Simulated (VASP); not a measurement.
# Sc in VASP: single point with r2SCAN

Aim: the single point of Sc with r2SCAN.

All numbers are computed with VASP 6.6.1; they aren't measurements. Logs are shortened: lines on timing, memory, paths and dates and some standing lists are left out, and cuts for length are marked.

### 1 The cell of the first run

The typed cell holds 4 atoms: a = 3.307 Å, b = 3.307 Å, c = 9.138 Å, α = 90.00°, β = 90.00°, γ = 89.87°.

### 2 Single point, r2SCAN

The input, POSCAR:

```
Sc
1.0
    2.3408716403     -2.3356241407      0.0000000000
    2.3408716403      2.3356241407      0.0000000000
    0.0000000000      0.0000000000      9.1383714066
Sc
4
Direct
    0.7500007451      0.2499992549      0.1249944170
    0.7499992549      0.2500007451      0.6249944170
    0.2499992549      0.7500007451      0.8750055830
    0.2500007451      0.7499992549      0.3750055830
```

The input, INCAR.step1:

```
  ALGO = Normal
  EDIFF = 1E-4
  ENCUT = 520
  GGA = PE
  ISMEAR = 0
  LASPH = True
  LCHARG = False
  LREAL = False
  LWAVE = True
  NBANDS = 30
  NELM = 100
  PREC = Accurate
  SIGMA = 0.1
```

The input, INCAR.step2:

```
  ALGO = Normal
  EDIFF = 1E-6
  ENCUT = 520
  ISIF = 2
  ISMEAR = 0
  ISTART = 1
  LASPH = True
  LCHARG = False
  LMIXTAU = True
  LREAL = False
  LWAVE = False
  METAGGA = R2SCAN
  NBANDS = 30
  NELM = 100
  PREC = Accurate
  SIGMA = 0.1
```

The input, KPOINTS:

```
k-points
0
Gamma
  6 6 2
```

Potentials or basis: VASP PAW PBE potentials, release 64 (Sc_sv).

Run with:

```bash
$ cat potpaw_PBE.64/Sc_sv/POTCAR > POTCAR
$ cp INCAR.step1 INCAR
$ mpirun -np 1 vasp_std > vasp.out
$ cp INCAR.step2 INCAR
$ mpirun -np 1 vasp_std > vasp.out
```

OUTCAR:

```text
EDIFF = 1E-6
   ENCUT = 520
   ISIF = 2
   ISMEAR = 0
   ISTART = 1
   LASPH = True
   LREAL = False
   METAGGA = R2SCAN
   NELM = 100
   PREC = Accurate

 ion  position               nearest neighbor table
   1  0.750  0.250  0.125-   3 3.27   3 3.27   4 3.27   4 3.27   3 3.27   3 3.27   4 3.27   4 3.27

   2  0.750  0.250  0.625-   4 3.27   4 3.27   3 3.27   3 3.27   4 3.27   4 3.27   3 3.27   3 3.27

   3  0.250  0.750  0.875-   1 3.27   1 3.27   2 3.27   2 3.27   1 3.27   1 3.27   2 3.27   2 3.27
[... 10 lines left out ...]
 A1 = (  -2.3408716403,  -2.3356241407,   0.0000000000)
 A2 = (   2.3408716403,  -2.3356241407,   0.0000000000)
 A3 = (   0.0000000000,   0.0000000000,   9.1383714066)

Analysis of symmetry for initial positions (statically):
=====================================================================
 Subroutine PRICEL returns following result:

  LATTYP: Found a base centered orthorhombic cell.
 ALAT       =     4.6712482814
 B/A-ratio  =     1.0022467226
 C/A-ratio  =     0.9781508984

  Lattice vectors:

 A1 = (  -2.3408716403,  -2.3356241407,   0.0000000000)
 A2 = (   2.3408716403,  -2.3356241407,   0.0000000000)
 A3 = (   0.0000034884,   0.0000034805,   4.5691857033)

   2 primitive cells build up your supercell.

 Routine SETGRP: Setting up the symmetry group for a
 base centered orthorhombic supercell.

 Subroutine GETGRP returns: Found  8 space group operations
 (whereof  4 operations were pure point group operations)
 out of a pool of  8 trial point group operations.

The static configuration has the point symmetry C_2h.
 The point group associated with its full space group is D_2h.

Analysis of symmetry for dynamics (positions and initial velocities):
=====================================================================
 Subroutine PRICEL returns following result:

  LATTYP: Found a base centered orthorhombic cell.
 ALAT       =     4.6712482814
 B/A-ratio  =     1.0022467226
 C/A-ratio  =     0.9781508984

  Lattice vectors:

 A1 = (  -2.3408716403,  -2.3356241407,   0.0000000000)
 A2 = (   2.3408716403,  -2.3356241407,   0.0000000000)
 A3 = (   0.0000034884,   0.0000034805,   4.5691857033)

   2 primitive cells build up your supercell.

 Routine SETGRP: Setting up the symmetry group for a
 base centered orthorhombic supercell.

[... 100 lines left out ...]
   LNONCOLLINEAR =      F non collinear calculations
   LSORBIT =      F    spin-orbit coupling
   LASPH  =      T    aspherical Exc in radial PAW
   ENCUT  =  520.0 eV  38.22 Ry    6.18 a.u.   6.15  6.15 16.99*2*pi/ulx,y,z
   NELM   =    100;   NELMIN=  2; NELMDL=  0     # of ELM steps
   EDIFF  = 0.1E-05   stopping-criterion for ELM
   LREAL  =      F    real-space projection
   EDIFFG = 0.1E-04   stopping-criterion for IOM
   NSW    =      0    number of steps for IOM
   IBRION =     -1    ionic relax: 0-MD 1-quasi-New 2-CG
   NFREE  =      0    steps in history (QN), initial steepest desc. (CG)
   ISIF   =      2    stress and relaxation
   ISYM   =      2    0-nonsym 1-usesym 2-fastsym
   POTIM  = 0.5000    time-step for ionic-motion
   TEBEG  =    0.0;   TEEND  =   0.0 temperature during run
   PSTRESS=    0.0 pullay stress
   NELECT =      44.0000    total number of electrons
   NUPDOWN=      -1.0000    fix difference up-down
   EMIN   =  10.00;   EMAX   =-10.00  energy-range for DOS
   EFERMI =   0.00;   METHOD = LEGACY
   ISMEAR =     0;   SIGMA  =   0.10  broadening in eV -4-tet -1-fermi 0-gaus
   EFERMI_NEDOS =   21; number of points for ismear=-14 and -15
   IALGO  =     38    algorithm
   IMIX   =      4    mixing-type and parameters
     AMIX     =   0.40;   BMIX     =  1.00
     AMIX_MAG =   1.60;   BMIX_MAG =  1.00
  volume/ion in A,a.u.               =      24.98       168.58
  Fermi-wavevector in a.u.,A,eV,Ry     =   1.245468  2.353593 21.105232  1.551191
  Thomas-Fermi vector in A             =   2.379689
   LORBIT       =      0    0 simple, 1 ext, 2 COOP (PROOUT), +10 PAW based schemes
   METAGGA = R2SCAN    functional components
   LHFCALC =     F    Hartree Fock is set to
   AEXX    =    0.0000 exact exchange contribution
   IVDW    =     0    specifies the selected vdW correction
   LEPSILON=     F    determine dielectric tensor
   LRPA    =     F    only Hartree local field effects (RPA)
 non-spin polarized calculation
 Gauss-broadening in eV      SIGMA  =   0.10
  energy-cutoff  :      520.00
  volume of cell :       99.93
 maximum number of plane-waves:      2722
 NGX is ok and might be reduce to    28
   NGX = 13   NGY = 13   NGZ = 33

 number of electron      44.0000017 magnetization

 Free energy of the ion-electron system (eV)
  ---------------------------------------------------
  ext. energy  EPLUGINS =         0.00000000
  ---------------------------------------------------
  free energy    TOTEN  =       -45.23898488 eV

  energy without entropy =      -45.20761850  energy(sigma->0) =      -45.22330169

 E-fermi :   3.7211     XC(G=0): -10.5542

 val. band max:        3.7185763771   @ k =  -0.3333   0.3333   0.5000
 cond. band min:       3.7250197150   @ k =   0.3333   0.3333   0.5000
 fundamental gap:      0.0064433379
 Fermi energy:         3.7211422866

 k-point     1 :       0.0000    0.0000    0.0000
  band No.  band energies     occupation
      1     -47.8883      2.00000
      2     -47.8478      2.00000
      3     -47.8478      2.00000
      4     -47.8073      2.00000
      5     -25.7037      2.00000
      6     -25.5282      2.00000
[... 781 lines left out ...]
     29       6.8240      0.00000
     30       6.8255      0.00000

 [... further k-points ...]

------------------------ aborting loop because EDIFF is reached ----------------------------------------

  FORCE on cell =-STRESS in cart. coord.  units (eV):
  Direction    XX          YY          ZZ          XY          YZ          ZX
  --------------------------------------------------------------------------------------
  -------------------------------------------------------------------------------------
  Total        0.1187892      0.1530079      0.1673504      0.0000000      0.0000000      0.0000000
  in kB        1.9046199      2.4532686      2.6832304      0.0000000      0.0000000      0.0000000
  external PRESSURE =       2.3470396 kB  Pullay stress =       0.0000000 kB

 VOLUME and BASIS-vectors are now :
 -----------------------------------------------------------------------------
  energy-cutoff  :      520.00
  volume of cell :       99.93
      direct lattice vectors                 reciprocal lattice vectors
     2.340871640 -2.335624141  0.000000000     0.213595650 -0.214075540  0.000000000
     2.340871640  2.335624141  0.000000000     0.213595650  0.214075540  0.000000000
     0.000000000  0.000000000  9.138371407     0.000000000  0.000000000  0.109428689

 POSITION                                       TOTAL-FORCE (eV/Angst)
 -----------------------------------------------------------------------------------
      2.34087     -1.16782      1.14225         0.000000      0.000000      0.000413
      2.34087     -1.16781      5.71143        -0.000000     -0.000000      0.000413
      2.34087      1.16782      7.99613         0.000000      0.000000     -0.000413
      2.34087      1.16781      3.42694         0.000000     -0.000000     -0.000413
 -----------------------------------------------------------------------------------
    total drift:                               -0.000000     -0.015459     -0.006056

  FREE ENERGIE OF THE ION-ELECTRON SYSTEM (eV)
  ---------------------------------------------------
  free  energy   TOTEN  =       -45.2389848755 eV

  energy  without entropy=      -45.2076184996  energy(sigma->0) =      -45.22330169
```

OUTCAR.step1:

```text
EDIFF = 1E-4
   ENCUT = 520
   GGA = PE
   ISMEAR = 0
[... 1048 lines left out ...]
      2.34087     -1.16782      1.14225        -0.000000     -0.000000      0.000441
      2.34087     -1.16781      5.71143         0.000000      0.000000      0.000441
      2.34087      1.16782      7.99613         0.000000      0.000000     -0.000441
      2.34087      1.16781      3.42694        -0.000000     -0.000000     -0.000441
 -----------------------------------------------------------------------------------
    total drift:                               -0.000000     -0.015392     -0.006047

  FREE ENERGIE OF THE ION-ELECTRON SYSTEM (eV)
  ---------------------------------------------------
  free  energy   TOTEN  =       -24.8519929884 eV

  energy  without entropy=      -24.8256896633  energy(sigma->0) =      -24.83884133
```

Run time: 3.4 min. Hardware: 1 thread of AMD EPYC 9R45 (Zen 5), shared host; peak memory 0.22 GiB.

What came out:

```yaml
Free_energy: -45.2390 eV
Pressure: 0.2 GPa
Band_gap_on_the_k_mesh: zero (bands 22 and 23 overlap by 0.81 eV)
```

Caveat: the PAW data sets were made with another functional, which shifts forces and pressure a little.
